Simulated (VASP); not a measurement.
# Sn (Im-3m) in VASP: notebook, part 2 of 2

VASP 6.6.1.

### 3 Single point, PBEsol

This run uses another cell than the first one, of 27.20 Å³/atom, 1.026 times its volume.

Contents of INCAR:

```
ALGO = Normal
EDIFF = 1E-7
ENCUT = 520
GGA = PS
ISIF = 2
ISMEAR = -1
LASPH = T
LCHARG = F
LREAL = F
LWAVE = F
NBANDS = 13
NELM = 80
PREC = Accurate
SIGMA = 0.1
```

Contents of KPOINTS:

```
k-points
0
Gamma
  11 11 11
```

Contents of POSCAR:

```
Sn
1.0
   -1.8946500000      1.8946500000      1.8946500000
    1.8946500000     -1.8946500000      1.8946500000
    1.8946500000      1.8946500000     -1.8946500000
Sn
1
Direct
    0.0000000000      0.0000000000      0.0000000000
```

Potentials or basis: VASP PAW PBE potentials, release 64 (Sn_d).

Launch:

```sh
$ cat potpaw_PBE.64/Sn_d/POTCAR > POTCAR
$ mpirun -np 1 vasp_std > vasp.out
```

OUTCAR:

```text
EDIFF = 1E-7
   ENCUT = 520
   GGA = PS
   ISIF = 2
   ISMEAR = -1
   LASPH = T
   LREAL = F
   NELM = 80
   PREC = Accurate

 ion  position               nearest neighbor table
   1  0.000  0.000  0.000-

  LATTYP: Found a body centered cubic cell.
 ALAT       =     3.7893000000

  Lattice vectors:

 A1 = (  -1.8946500000,   1.8946500000,   1.8946500000)
 A2 = (   1.8946500000,  -1.8946500000,   1.8946500000)
 A3 = (   1.8946500000,   1.8946500000,  -1.8946500000)

Analysis of symmetry for initial positions (statically):
=====================================================================
 Subroutine PRICEL returns:
 Original cell was already a primitive cell.

 Routine SETGRP: Setting up the symmetry group for a
 body centered cubic supercell.

 Subroutine GETGRP returns: Found 48 space group operations
 (whereof 48 operations were pure point group operations)
 out of a pool of 48 trial point group operations.

The static configuration has the point symmetry O_h .

Analysis of symmetry for dynamics (positions and initial velocities):
=====================================================================
 Subroutine PRICEL returns:
 Original cell was already a primitive cell.

 Routine SETGRP: Setting up the symmetry group for a
 body centered cubic supercell.

 Subroutine GETGRP returns: Found 48 space group operations
 (whereof 48 operations were pure point group operations)
 out of a pool of 48 trial point group operations.

The dynamic configuration has the point symmetry O_h .

 Subroutine INISYM returns: Found 48 space group operations
 (whereof 48 operations are pure point group operations),
 and found     1 'primitive' translations

----------------------------------------------------------------------------------------

                                     Primitive cell

  volume of cell :      27.2049

[... 111 lines left out ...]
   GGA     = PS    functional components
   LHFCALC =     F    Hartree Fock is set to
   AEXX    =    0.0000 exact exchange contribution
   IVDW    =     0    specifies the selected vdW correction
   LEPSILON=     F    determine dielectric tensor
   LRPA    =     F    only Hartree local field effects (RPA)
 non-spin polarized calculation
  energy-cutoff  :      520.00
  volume of cell :       27.20
 maximum number of plane-waves:       742
   NGX = 13   NGY = 13   NGZ = 13

 number of electron      13.9999996 magnetization

 Free energy of the ion-electron system (eV)
  ---------------------------------------------------
  ext. energy  EPLUGINS =         0.00000000
  ---------------------------------------------------
  free energy    TOTEN  =        -4.22722431 eV

  energy without entropy =       -4.20726961  energy(sigma->0) =       -4.21724696

 E-fermi :   7.9208     XC(G=0): -10.5003

 val. band max:        7.7963488842   @ k =   0.3636   0.1818   0.0909
 cond. band min:       7.9422554924   @ k =  -0.4545   0.4545   0.3636
 fundamental gap:      0.1459066082
 Fermi energy:         7.9207732419

 k-point     1 :       0.0000    0.0000    0.0000
  band No.  band energies     occupation
      1     -13.5216      2.00000
      2     -13.5216      2.00000
      3     -13.5216      2.00000
      4     -13.3820      2.00000
      5     -13.3820      2.00000
      6      -3.1732      2.00000
      7      15.8608      0.00000
      8      15.8608      0.00000
      9      15.8608      0.00000
     10      20.0372      0.00000
     11      20.0372      0.00000
     12      20.0372      0.00000
     13      20.6649      0.00000
[... 354 lines left out ...]
  band No.  band energies     occupation
      1     -13.5348      2.00000
      2     -13.4701      2.00000
      3     -13.3918      2.00000
      4     -13.3883      2.00000
      5     -13.3554      2.00000
      6       2.1052      2.00000
      7       4.4492      2.00000
      8       7.7963      1.55260
      9      10.0698      0.00000
     10      20.0797      0.00000
     11      21.8747      0.00000
     12      23.2379      0.00000
     13      23.7515      0.00000

 [... further k-points ...]

------------------------ aborting loop because EDIFF is reached ----------------------------------------

  FORCE on cell =-STRESS in cart. coord.  units (eV):
  Direction    XX          YY          ZZ          XY          YZ          ZX
  --------------------------------------------------------------------------------------
  -------------------------------------------------------------------------------------
  Total       -0.3006126     -0.3006126     -0.3006126     -0.0000000     -0.0000000      0.0000000
  in kB      -17.7039753    -17.7039753    -17.7039753     -0.0000000     -0.0000000      0.0000000
  external PRESSURE =     -17.7039753 kB  Pullay stress =       0.0000000 kB

 VOLUME and BASIS-vectors are now :
 -----------------------------------------------------------------------------
  energy-cutoff  :      520.00
  volume of cell :       27.20
      direct lattice vectors                 reciprocal lattice vectors
    -1.894650000  1.894650000  1.894650000     0.000000000  0.263900984  0.263900984
     1.894650000 -1.894650000  1.894650000     0.263900984  0.000000000  0.263900984
     1.894650000  1.894650000 -1.894650000     0.263900984  0.263900984  0.000000000

 POSITION                                       TOTAL-FORCE (eV/Angst)
 -----------------------------------------------------------------------------------
      0.00000      0.00000      0.00000         0.000000      0.000000     -0.000000
 -----------------------------------------------------------------------------------
    total drift:                               -0.000000      0.000000      0.000000

  FREE ENERGIE OF THE ION-ELECTRON SYSTEM (eV)
  ---------------------------------------------------
  free  energy   TOTEN  =        -4.2272243090 eV

  energy  without entropy=       -4.2072696087  energy(sigma->0) =       -4.21724696
```

OSZICAR:

```text
N       E                     dE             d eps       ncg     rms          rms(c)
DAV:   1     0.821253078647E+02    0.82125E+02   -0.70823E+03  1499   0.159E+03
DAV:   2     0.158913096495E+01   -0.80536E+02   -0.77869E+02  1536   0.343E+02
DAV:   3    -0.413014888539E+01   -0.57193E+01   -0.56985E+01  1729   0.739E+01
DAV:   4    -0.424367998547E+01   -0.11353E+00   -0.11351E+00  1749   0.112E+01
DAV:   5    -0.424742365050E+01   -0.37437E-02   -0.37435E-02  1862   0.200E+00    0.134E+00
DAV:   6    -0.423197670513E+01    0.15447E-01   -0.16904E-02  1826   0.228E+00    0.717E-01
DAV:   7    -0.422749413328E+01    0.44826E-02   -0.91630E-03  1846   0.159E+00    0.118E-01
DAV:   8    -0.422722363691E+01    0.27050E-03   -0.69955E-04  1781   0.452E-01    0.212E-02
DAV:   9    -0.422722379637E+01   -0.15946E-06   -0.12613E-05  1934   0.416E-02    0.141E-02
DAV:  10    -0.422722425146E+01   -0.45509E-06   -0.13849E-06  1847   0.118E-02    0.190E-03
DAV:  11    -0.422722430897E+01   -0.57500E-07   -0.41358E-08  1178   0.289E-03
   1 F= -.42272243E+01 E0= -.42172470E+01  d E =-.199547E-01
```

stdout:

```text
POSCAR found type information on POSCAR Sn
 POSCAR found :  1 types and       1 ions
 scaLAPACK will be used
 -----------------------------------------------------------------------------
|                                                                             |
|                                                                             |
|     You enforced a specific xc type in the INCAR file but a different       |
|     I HOPE YOU KNOW WHAT YOU ARE DOING!                                     |
|                                                                             |
 -----------------------------------------------------------------------------

 LDA part: xc-table for (Slater+PW92), standard interpolation
 POSCAR, INCAR and KPOINTS ok, starting setup
 FFT: planning ... GRIDC
 FFT: planning ... GRID_SOFT
 FFT: planning ... GRID
 WAVECAR not read
 entering main loop
```

Run time: 14 s. Hardware: 1 thread of AMD EPYC 7R43 (Zen 3), shared host; peak memory 0.11 GiB.

What came out:

```
Free energy            : -4.2272 eV
Pressure               : -1.8 GPa
Band gap on the k mesh : zero (band 7 reaches 15.86 eV, above the bottom of band 8 at 5.54 eV)
```

Caveat: the PAW data sets were made with another functional, which shifts forces and pressure a little; spin-orbit coupling is left out, which moves the levels of the heavy elements.
